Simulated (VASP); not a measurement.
# Cs (Pm-3m) in VASP: further runs

The runs below take Cs through single point, with PBEsol.

All numbers are computed with VASP 6.6.1; they aren't measurements. Logs are shortened: lines on timing, memory, paths and dates and some standing lists are left out, and cuts for length are marked.

### Step 1. The cell of the first run

It takes space group Pm-3m (No. 221, cubic). Conventional cell: a = 3.011 Å, b = 3.011 Å, c = 3.011 Å, α = 90.00°, β = 90.00°, γ = 90.00°. Cs (site symmetry m-3m) has 6 Cs at 3.01 Å within 4.0 Å.

### Step 2. Single point, PBEsol

INCAR

```
ALGO = Normal
EDIFF = 1E-6
ENCUT = 520
GGA = PS
ISIF = 2
ISMEAR = 1
LASPH = True
LCHARG = False
LREAL = False
LWAVE = False
NBANDS = 10
NELM = 100
PREC = Accurate
SIGMA = 0.05
```

KPOINTS

```
k-points
0
Gamma
  4 4 4
```

POSCAR

```
Cs
1.0
    3.0114308618      0.0000000000      0.0000000000
    0.0000000000      3.0114308618      0.0000000000
    0.0000000000      0.0000000000      3.0114308618
Cs
1
Direct
    0.0000000000      0.0000000000      0.0000000000
```

Potentials or basis: VASP PAW PBE potentials, release 64 (Cs_sv).

Command:

```
cat potpaw_PBE.64/Cs_sv/POTCAR > POTCAR
mpirun -np 1 vasp_std > vasp.out
```

OUTCAR:

```text
EDIFF = 1E-6
   ENCUT = 520
   GGA = PS
   ISIF = 2
   ISMEAR = 1
   LASPH = True
   LREAL = False
   NELM = 100
   PREC = Accurate

 ion  position               nearest neighbor table
   1  0.000  0.000  0.000-

  LATTYP: Found a simple cubic cell.
 ALAT       =     3.0114308618

  Lattice vectors:

 A1 = (   3.0114308618,   0.0000000000,   0.0000000000)
 A2 = (   0.0000000000,   3.0114308618,   0.0000000000)
 A3 = (   0.0000000000,   0.0000000000,   3.0114308618)

Analysis of symmetry for initial positions (statically):
=====================================================================
 Subroutine PRICEL returns:
 Original cell was already a primitive cell.

 Routine SETGRP: Setting up the symmetry group for a
 simple cubic supercell.

 Subroutine GETGRP returns: Found 48 space group operations
 (whereof 48 operations were pure point group operations)
 out of a pool of 48 trial point group operations.

The static configuration has the point symmetry O_h .

Analysis of symmetry for dynamics (positions and initial velocities):
=====================================================================
 Subroutine PRICEL returns:
 Original cell was already a primitive cell.

 Routine SETGRP: Setting up the symmetry group for a
 simple cubic supercell.

 Subroutine GETGRP returns: Found 48 space group operations
 (whereof 48 operations were pure point group operations)
 out of a pool of 48 trial point group operations.

The dynamic configuration has the point symmetry O_h .

 Subroutine INISYM returns: Found 48 space group operations
 (whereof 48 operations are pure point group operations),
 and found     1 'primitive' translations

----------------------------------------------------------------------------------------

                                     Primitive cell

  volume of cell :      27.3098

  direct lattice vectors                    reciprocal lattice vectors
     3.011430862  0.000000000  0.000000000     0.332068059  0.000000000  0.000000000
     0.000000000  3.011430862  0.000000000     0.000000000  0.332068059  0.000000000
     0.000000000  0.000000000  3.011430862     0.000000000  0.000000000  0.332068059

  length of vectors
     3.011430862  3.011430862  3.011430862     0.332068059  0.332068059  0.332068059

  position of ions in fractional coordinates (direct lattice)
     0.000000000  0.000000000  0.000000000

  ion indices of the primitive-cell ions
   primitive index   ion index
                 1           1

----------------------------------------------------------------------------------------

 KPOINTS: k-points

Automatic generation of k-mesh.
 Grid dimensions read from file:
 generate k-points for:    4    4    4

 Generating k-lattice:

  Cartesian coordinates                     Fractional coordinates (reciprocal lattice)
     0.083017015  0.000000000  0.000000000     0.250000000  0.000000000  0.000000000
     0.000000000  0.083017015  0.000000000     0.000000000  0.250000000  0.000000000
     0.000000000  0.000000000  0.083017015     0.000000000  0.000000000  0.250000000

  Length of vectors
     0.083017015  0.083017015  0.083017015

  Shift w.r.t. Gamma in fractional coordinates (k-lattice)
     0.000000000  0.000000000  0.000000000

 Subroutine IBZKPT returns following result:
 ===========================================

 Found     10 irreducible k-points:

 Following reciprocal coordinates:
            Coordinates               Weight
  0.000000  0.000000  0.000000      1.000000
  0.250000  0.000000  0.000000      6.000000
  0.500000  0.000000  0.000000      3.000000
  0.250000  0.250000  0.000000     12.000000
  0.500000  0.250000  0.000000     12.000000
  0.500000  0.500000  0.000000      3.000000
  0.250000  0.250000  0.250000      8.000000
  0.500000  0.250000  0.250000     12.000000
  0.500000  0.500000  0.250000      6.000000
  0.500000  0.500000  0.500000      1.000000
   k-points           NKPTS =     10   k-points in BZ     NKDIM =     10   number of bands    NBANDS=     10
   number of dos      NEDOS =    301   number of ions     NIONS =      1
   total plane-waves  NPLWV =  13824
   dimension x,y,z NGX =    24 NGY =   24 NGZ =   24
   dimension x,y,z NGXF=    48 NGYF=   48 NGZF=   48
   ions per type =               1
   NGX,Y,Z   is equivalent  to a cutoff of  13.25, 13.25, 13.25 a.u.
   NGXF,Y,Z  is equivalent  to a cutoff of  26.50, 26.50, 26.50 a.u.
 SYSTEM =  unknown system
   PREC   = accura    normal or accurate (medium, high low for compatibility)
   ISTART =      0    job   : 0-new  1-cont  2-samecut
   ICHARG =      2    charge: 1-file 2-atom 10-const
   ISPIN  =      1    spin polarized calculation?
   LNONCOLLINEAR =      F non collinear calculations
   LSORBIT =      F    spin-orbit coupling
   LASPH  =      T    aspherical Exc in radial PAW
   ENCUT  =  520.0 eV  38.22 Ry    6.18 a.u.   5.60  5.60  5.60*2*pi/ulx,y,z
   NELM   =    100;   NELMIN=  2; NELMDL= -5     # of ELM steps
   EDIFF  = 0.1E-05   stopping-criterion for ELM
   LREAL  =      F    real-space projection
   EDIFFG = 0.1E-04   stopping-criterion for IOM
   NSW    =      0    number of steps for IOM
   IBRION =     -1    ionic relax: 0-MD 1-quasi-New 2-CG
   NFREE  =      0    steps in history (QN), initial steepest desc. (CG)
   ISIF   =      2    stress and relaxation
   ISYM   =      2    0-nonsym 1-usesym 2-fastsym
   POTIM  = 0.5000    time-step for ionic-motion
   TEBEG  =    0.0;   TEEND  =   0.0 temperature during run
   PSTRESS=    0.0 pullay stress
   NELECT =       9.0000    total number of electrons
   NUPDOWN=      -1.0000    fix difference up-down
   EMIN   =  10.00;   EMAX   =-10.00  energy-range for DOS
   EFERMI =   0.00;   METHOD = LEGACY
   ISMEAR =     1;   SIGMA  =   0.05  broadening in eV -4-tet -1-fermi 0-gaus
   EFERMI_NEDOS =   21; number of points for ismear=-14 and -15
   IALGO  =     38    algorithm
   IMIX   =      4    mixing-type and parameters
     AMIX     =   0.40;   BMIX     =  1.00
     AMIX_MAG =   1.60;   BMIX_MAG =  1.00
  volume/ion in A,a.u.               =      27.31       184.30
  Fermi-wavevector in a.u.,A,eV,Ry     =   1.130792  2.136887 17.397645  1.278691
  Thomas-Fermi vector in A             =   2.267489
   LORBIT       =      0    0 simple, 1 ext, 2 COOP (PROOUT), +10 PAW based schemes
   GGA     = PS    functional components
   LHFCALC =     F    Hartree Fock is set to
   AEXX    =    0.0000 exact exchange contribution
   IVDW    =     0    specifies the selected vdW correction
   LEPSILON=     F    determine dielectric tensor
   LRPA    =     F    only Hartree local field effects (RPA)
 non-spin polarized calculation
 Methfessel and Paxton  Order N= 1 SIGMA  =   0.05
  energy-cutoff  :      520.00
  volume of cell :       27.31
 maximum number of plane-waves:       756
 NGX is ok and might be reduce to    24
   NGX = 11   NGY = 11   NGZ = 11

 number of electron       8.9999999 magnetization

 Free energy of the ion-electron system (eV)
  ---------------------------------------------------
  ext. energy  EPLUGINS =         0.00000000
  ---------------------------------------------------
  free energy    TOTEN  =         1.02060074 eV

  energy without entropy =        1.02293386  energy(sigma->0) =        1.02137845

 E-fermi :   6.6554     XC(G=0): -10.8831

 val. band max:        6.6453647672   @ k =   0.5000   0.2500   0.2500
 cond. band min:       6.8078623517   @ k =   0.0000   0.0000   0.0000
 fundamental gap:      0.1624975845
 Fermi energy:         6.6554352154

 k-point     1 :       0.0000    0.0000    0.0000
  band No.  band energies     occupation
      1     -18.6748      2.00000
      2      -1.5365      2.00000
      3      -1.5365      2.00000
      4      -1.5365      2.00000
      5       6.8079     -0.00014
      6       7.0793     -0.00000
      7       7.0793     -0.00000
      8      19.5774      0.00000
      9      19.5774      0.00000
     10      19.5774      0.00000

 k-point     2 :       0.2500    0.0000    0.0000
  band No.  band energies     occupation
      1     -18.1458      2.00000
      2      -5.0723      2.00000
      3      -1.1324      2.00000
      4      -1.1324      2.00000
      5       7.7467      0.00000
      6       7.8205      0.00000
      7      12.0183      0.00000
      8      14.8691      0.00000
      9      14.8691      0.00000
     10      17.9138      0.00000

 k-point     3 :       0.5000    0.0000    0.0000
  band No.  band energies     occupation
      1     -17.4910      2.00000
      2      -7.4927      2.00000
      3      -0.6677      2.00000
      4      -0.6677      2.00000
      5       8.6789      0.00000
      6       9.8081      0.00000
      7      11.6516      0.00000
      8      12.5179      0.00000
      9      12.5179      0.00000
     10      15.8302      0.00000

 k-point     4 :       0.2500    0.2500    0.0000
  band No.  band energies     occupation
      1     -17.6177      2.00000
      2      -4.5896      2.00000
      3      -4.5486      2.00000
      4      -0.7398      2.00000
      5       8.2116      0.00000
      6       9.1497      0.00000
      7      13.4049      0.00000
      8      13.9881      0.00000
      9      15.1520      0.00000
     10      15.9739      0.00000

 k-point     5 :       0.5000    0.2500    0.0000
  band No.  band energies     occupation
      1     -16.9645      2.00000
      2      -6.9646      2.00000
      3      -3.9543      2.00000
      4      -0.2912      2.00000
      5       6.3977      2.00000
      6       9.9568      0.00000
      7      13.2023      0.00000
      8      14.4739      0.00000
      9      14.6051      0.00000
     10      16.4592      0.00000

 k-point     6 :       0.5000    0.5000    0.0000
  band No.  band energies     occupation
      1     -16.3140      2.00000
      2      -6.3085      2.00000
      3      -6.3085      2.00000
      4       0.1354      2.00000
      5       3.7976      2.00000
      6      11.2037      0.00000
      7      14.1783      0.00000
      8      14.1783      0.00000
      9      15.8704      0.00000
     10      15.8704      0.00000

 k-point     7 :       0.2500    0.2500    0.2500
  band No.  band energies     occupation
      1     -17.0895      2.00000
      2      -4.0848      2.00000
      3      -4.0848      2.00000
      4      -4.0817      2.00000
      5       8.3963      0.00000
      6      10.4830      0.00000
      7      10.4830      0.00000
      8      14.3479      0.00000
      9      14.3479      0.00000
     10      16.6298      0.00000

 k-point     8 :       0.5000    0.2500    0.2500
  band No.  band energies     occupation
      1     -16.4361      2.00000
      2      -6.4556      2.00000
      3      -3.5319      2.00000
      4      -3.4616      2.00000
      5       6.6454      1.33335
      6       8.0280      0.00000
      7      10.9587      0.00000
      8      15.0058      0.00000
      9      16.8704      0.00000
     10      17.3069      0.00000

 k-point     9 :       0.5000    0.5000    0.2500
  band No.  band energies     occupation
      1     -15.7828      2.00000
      2      -5.8313      2.00000
      3      -5.8313      2.00000
      4      -2.9540      2.00000
      5       4.6464      2.00000
      6       8.6349      0.00000
      7       8.6349      0.00000
      8      14.1263      0.00000
      9      16.6251      0.00000
     10      23.5791      0.00000

 k-point    10 :       0.5000    0.5000    0.5000
  band No.  band energies     occupation
      1     -15.1252      2.00000
      2      -5.2578      2.00000
      3      -5.2578      2.00000
      4      -5.2578      2.00000
      5       6.0736      2.00000
      6       6.0736      2.00000
      7       6.0736      2.00000
      8      10.6870      0.00000
      9      24.9604      0.00000
     10      24.9604      0.00000

------------------------ aborting loop because EDIFF is reached ----------------------------------------

  FORCE on cell =-STRESS in cart. coord.  units (eV):
  Direction    XX          YY          ZZ          XY          YZ          ZX
  --------------------------------------------------------------------------------------
  -------------------------------------------------------------------------------------
  Total        5.4087208      5.4087208      5.4087208      0.0000000      0.0000000     -0.0000000
  in kB      317.3119699    317.3119699    317.3119699      0.0000000      0.0000000     -0.0000000
  external PRESSURE =     317.3119699 kB  Pullay stress =       0.0000000 kB

 VOLUME and BASIS-vectors are now :
 -----------------------------------------------------------------------------
  energy-cutoff  :      520.00
  volume of cell :       27.31
      direct lattice vectors                 reciprocal lattice vectors
     3.011430862  0.000000000  0.000000000     0.332068059  0.000000000  0.000000000
     0.000000000  3.011430862  0.000000000     0.000000000  0.332068059  0.000000000
     0.000000000  0.000000000  3.011430862     0.000000000  0.000000000  0.332068059

 POSITION                                       TOTAL-FORCE (eV/Angst)
 -----------------------------------------------------------------------------------
      0.00000      0.00000      0.00000         0.000000      0.000000      0.000000
 -----------------------------------------------------------------------------------
    total drift:                                0.000000      0.000000      0.000000

  FREE ENERGIE OF THE ION-ELECTRON SYSTEM (eV)
  ---------------------------------------------------
  free  energy   TOTEN  =         1.0206007436 eV

  energy  without entropy=        1.0229338584  energy(sigma->0) =        1.02137845
```

Run time: 3.6 s. Hardware: 1 thread of Intel Xeon Platinum 8559C (Emerald Rapids), shared host; peak memory 0.13 GiB.

Results:

```yaml
Free_energy: 1.0206 eV
Pressure: 31.7 GPa
```

Levels at points of the mesh, in eV from the Fermi level:
| k point | band 2 | band 3 | band 4 | band 5 | band 6 | band 7 |
| --- | --- | --- | --- | --- | --- | --- |
| (0.00, 0.00, 0.00) | -8.19 | -8.19 | -8.19 | 0.15 | 0.42 | 0.42 |
| (0.50, 0.00, 0.00) | -14.15 | -7.32 | -7.32 | 2.02 | 3.15 | 5.00 |
| (0.50, 0.50, 0.00) | -12.96 | -12.96 | -6.52 | -2.86 | 4.55 | 7.52 |
| (0.50, 0.50, 0.50) | -11.91 | -11.91 | -11.91 | -0.58 | -0.58 | -0.58 |

Caveat: the k points lie up to 0.52 Å⁻¹ apart; the PAW data sets were made with another functional, which shifts forces and pressure a little; spin-orbit coupling is left out, which moves the levels of the heavy elements.

(Part 1 of 2 ends here.)
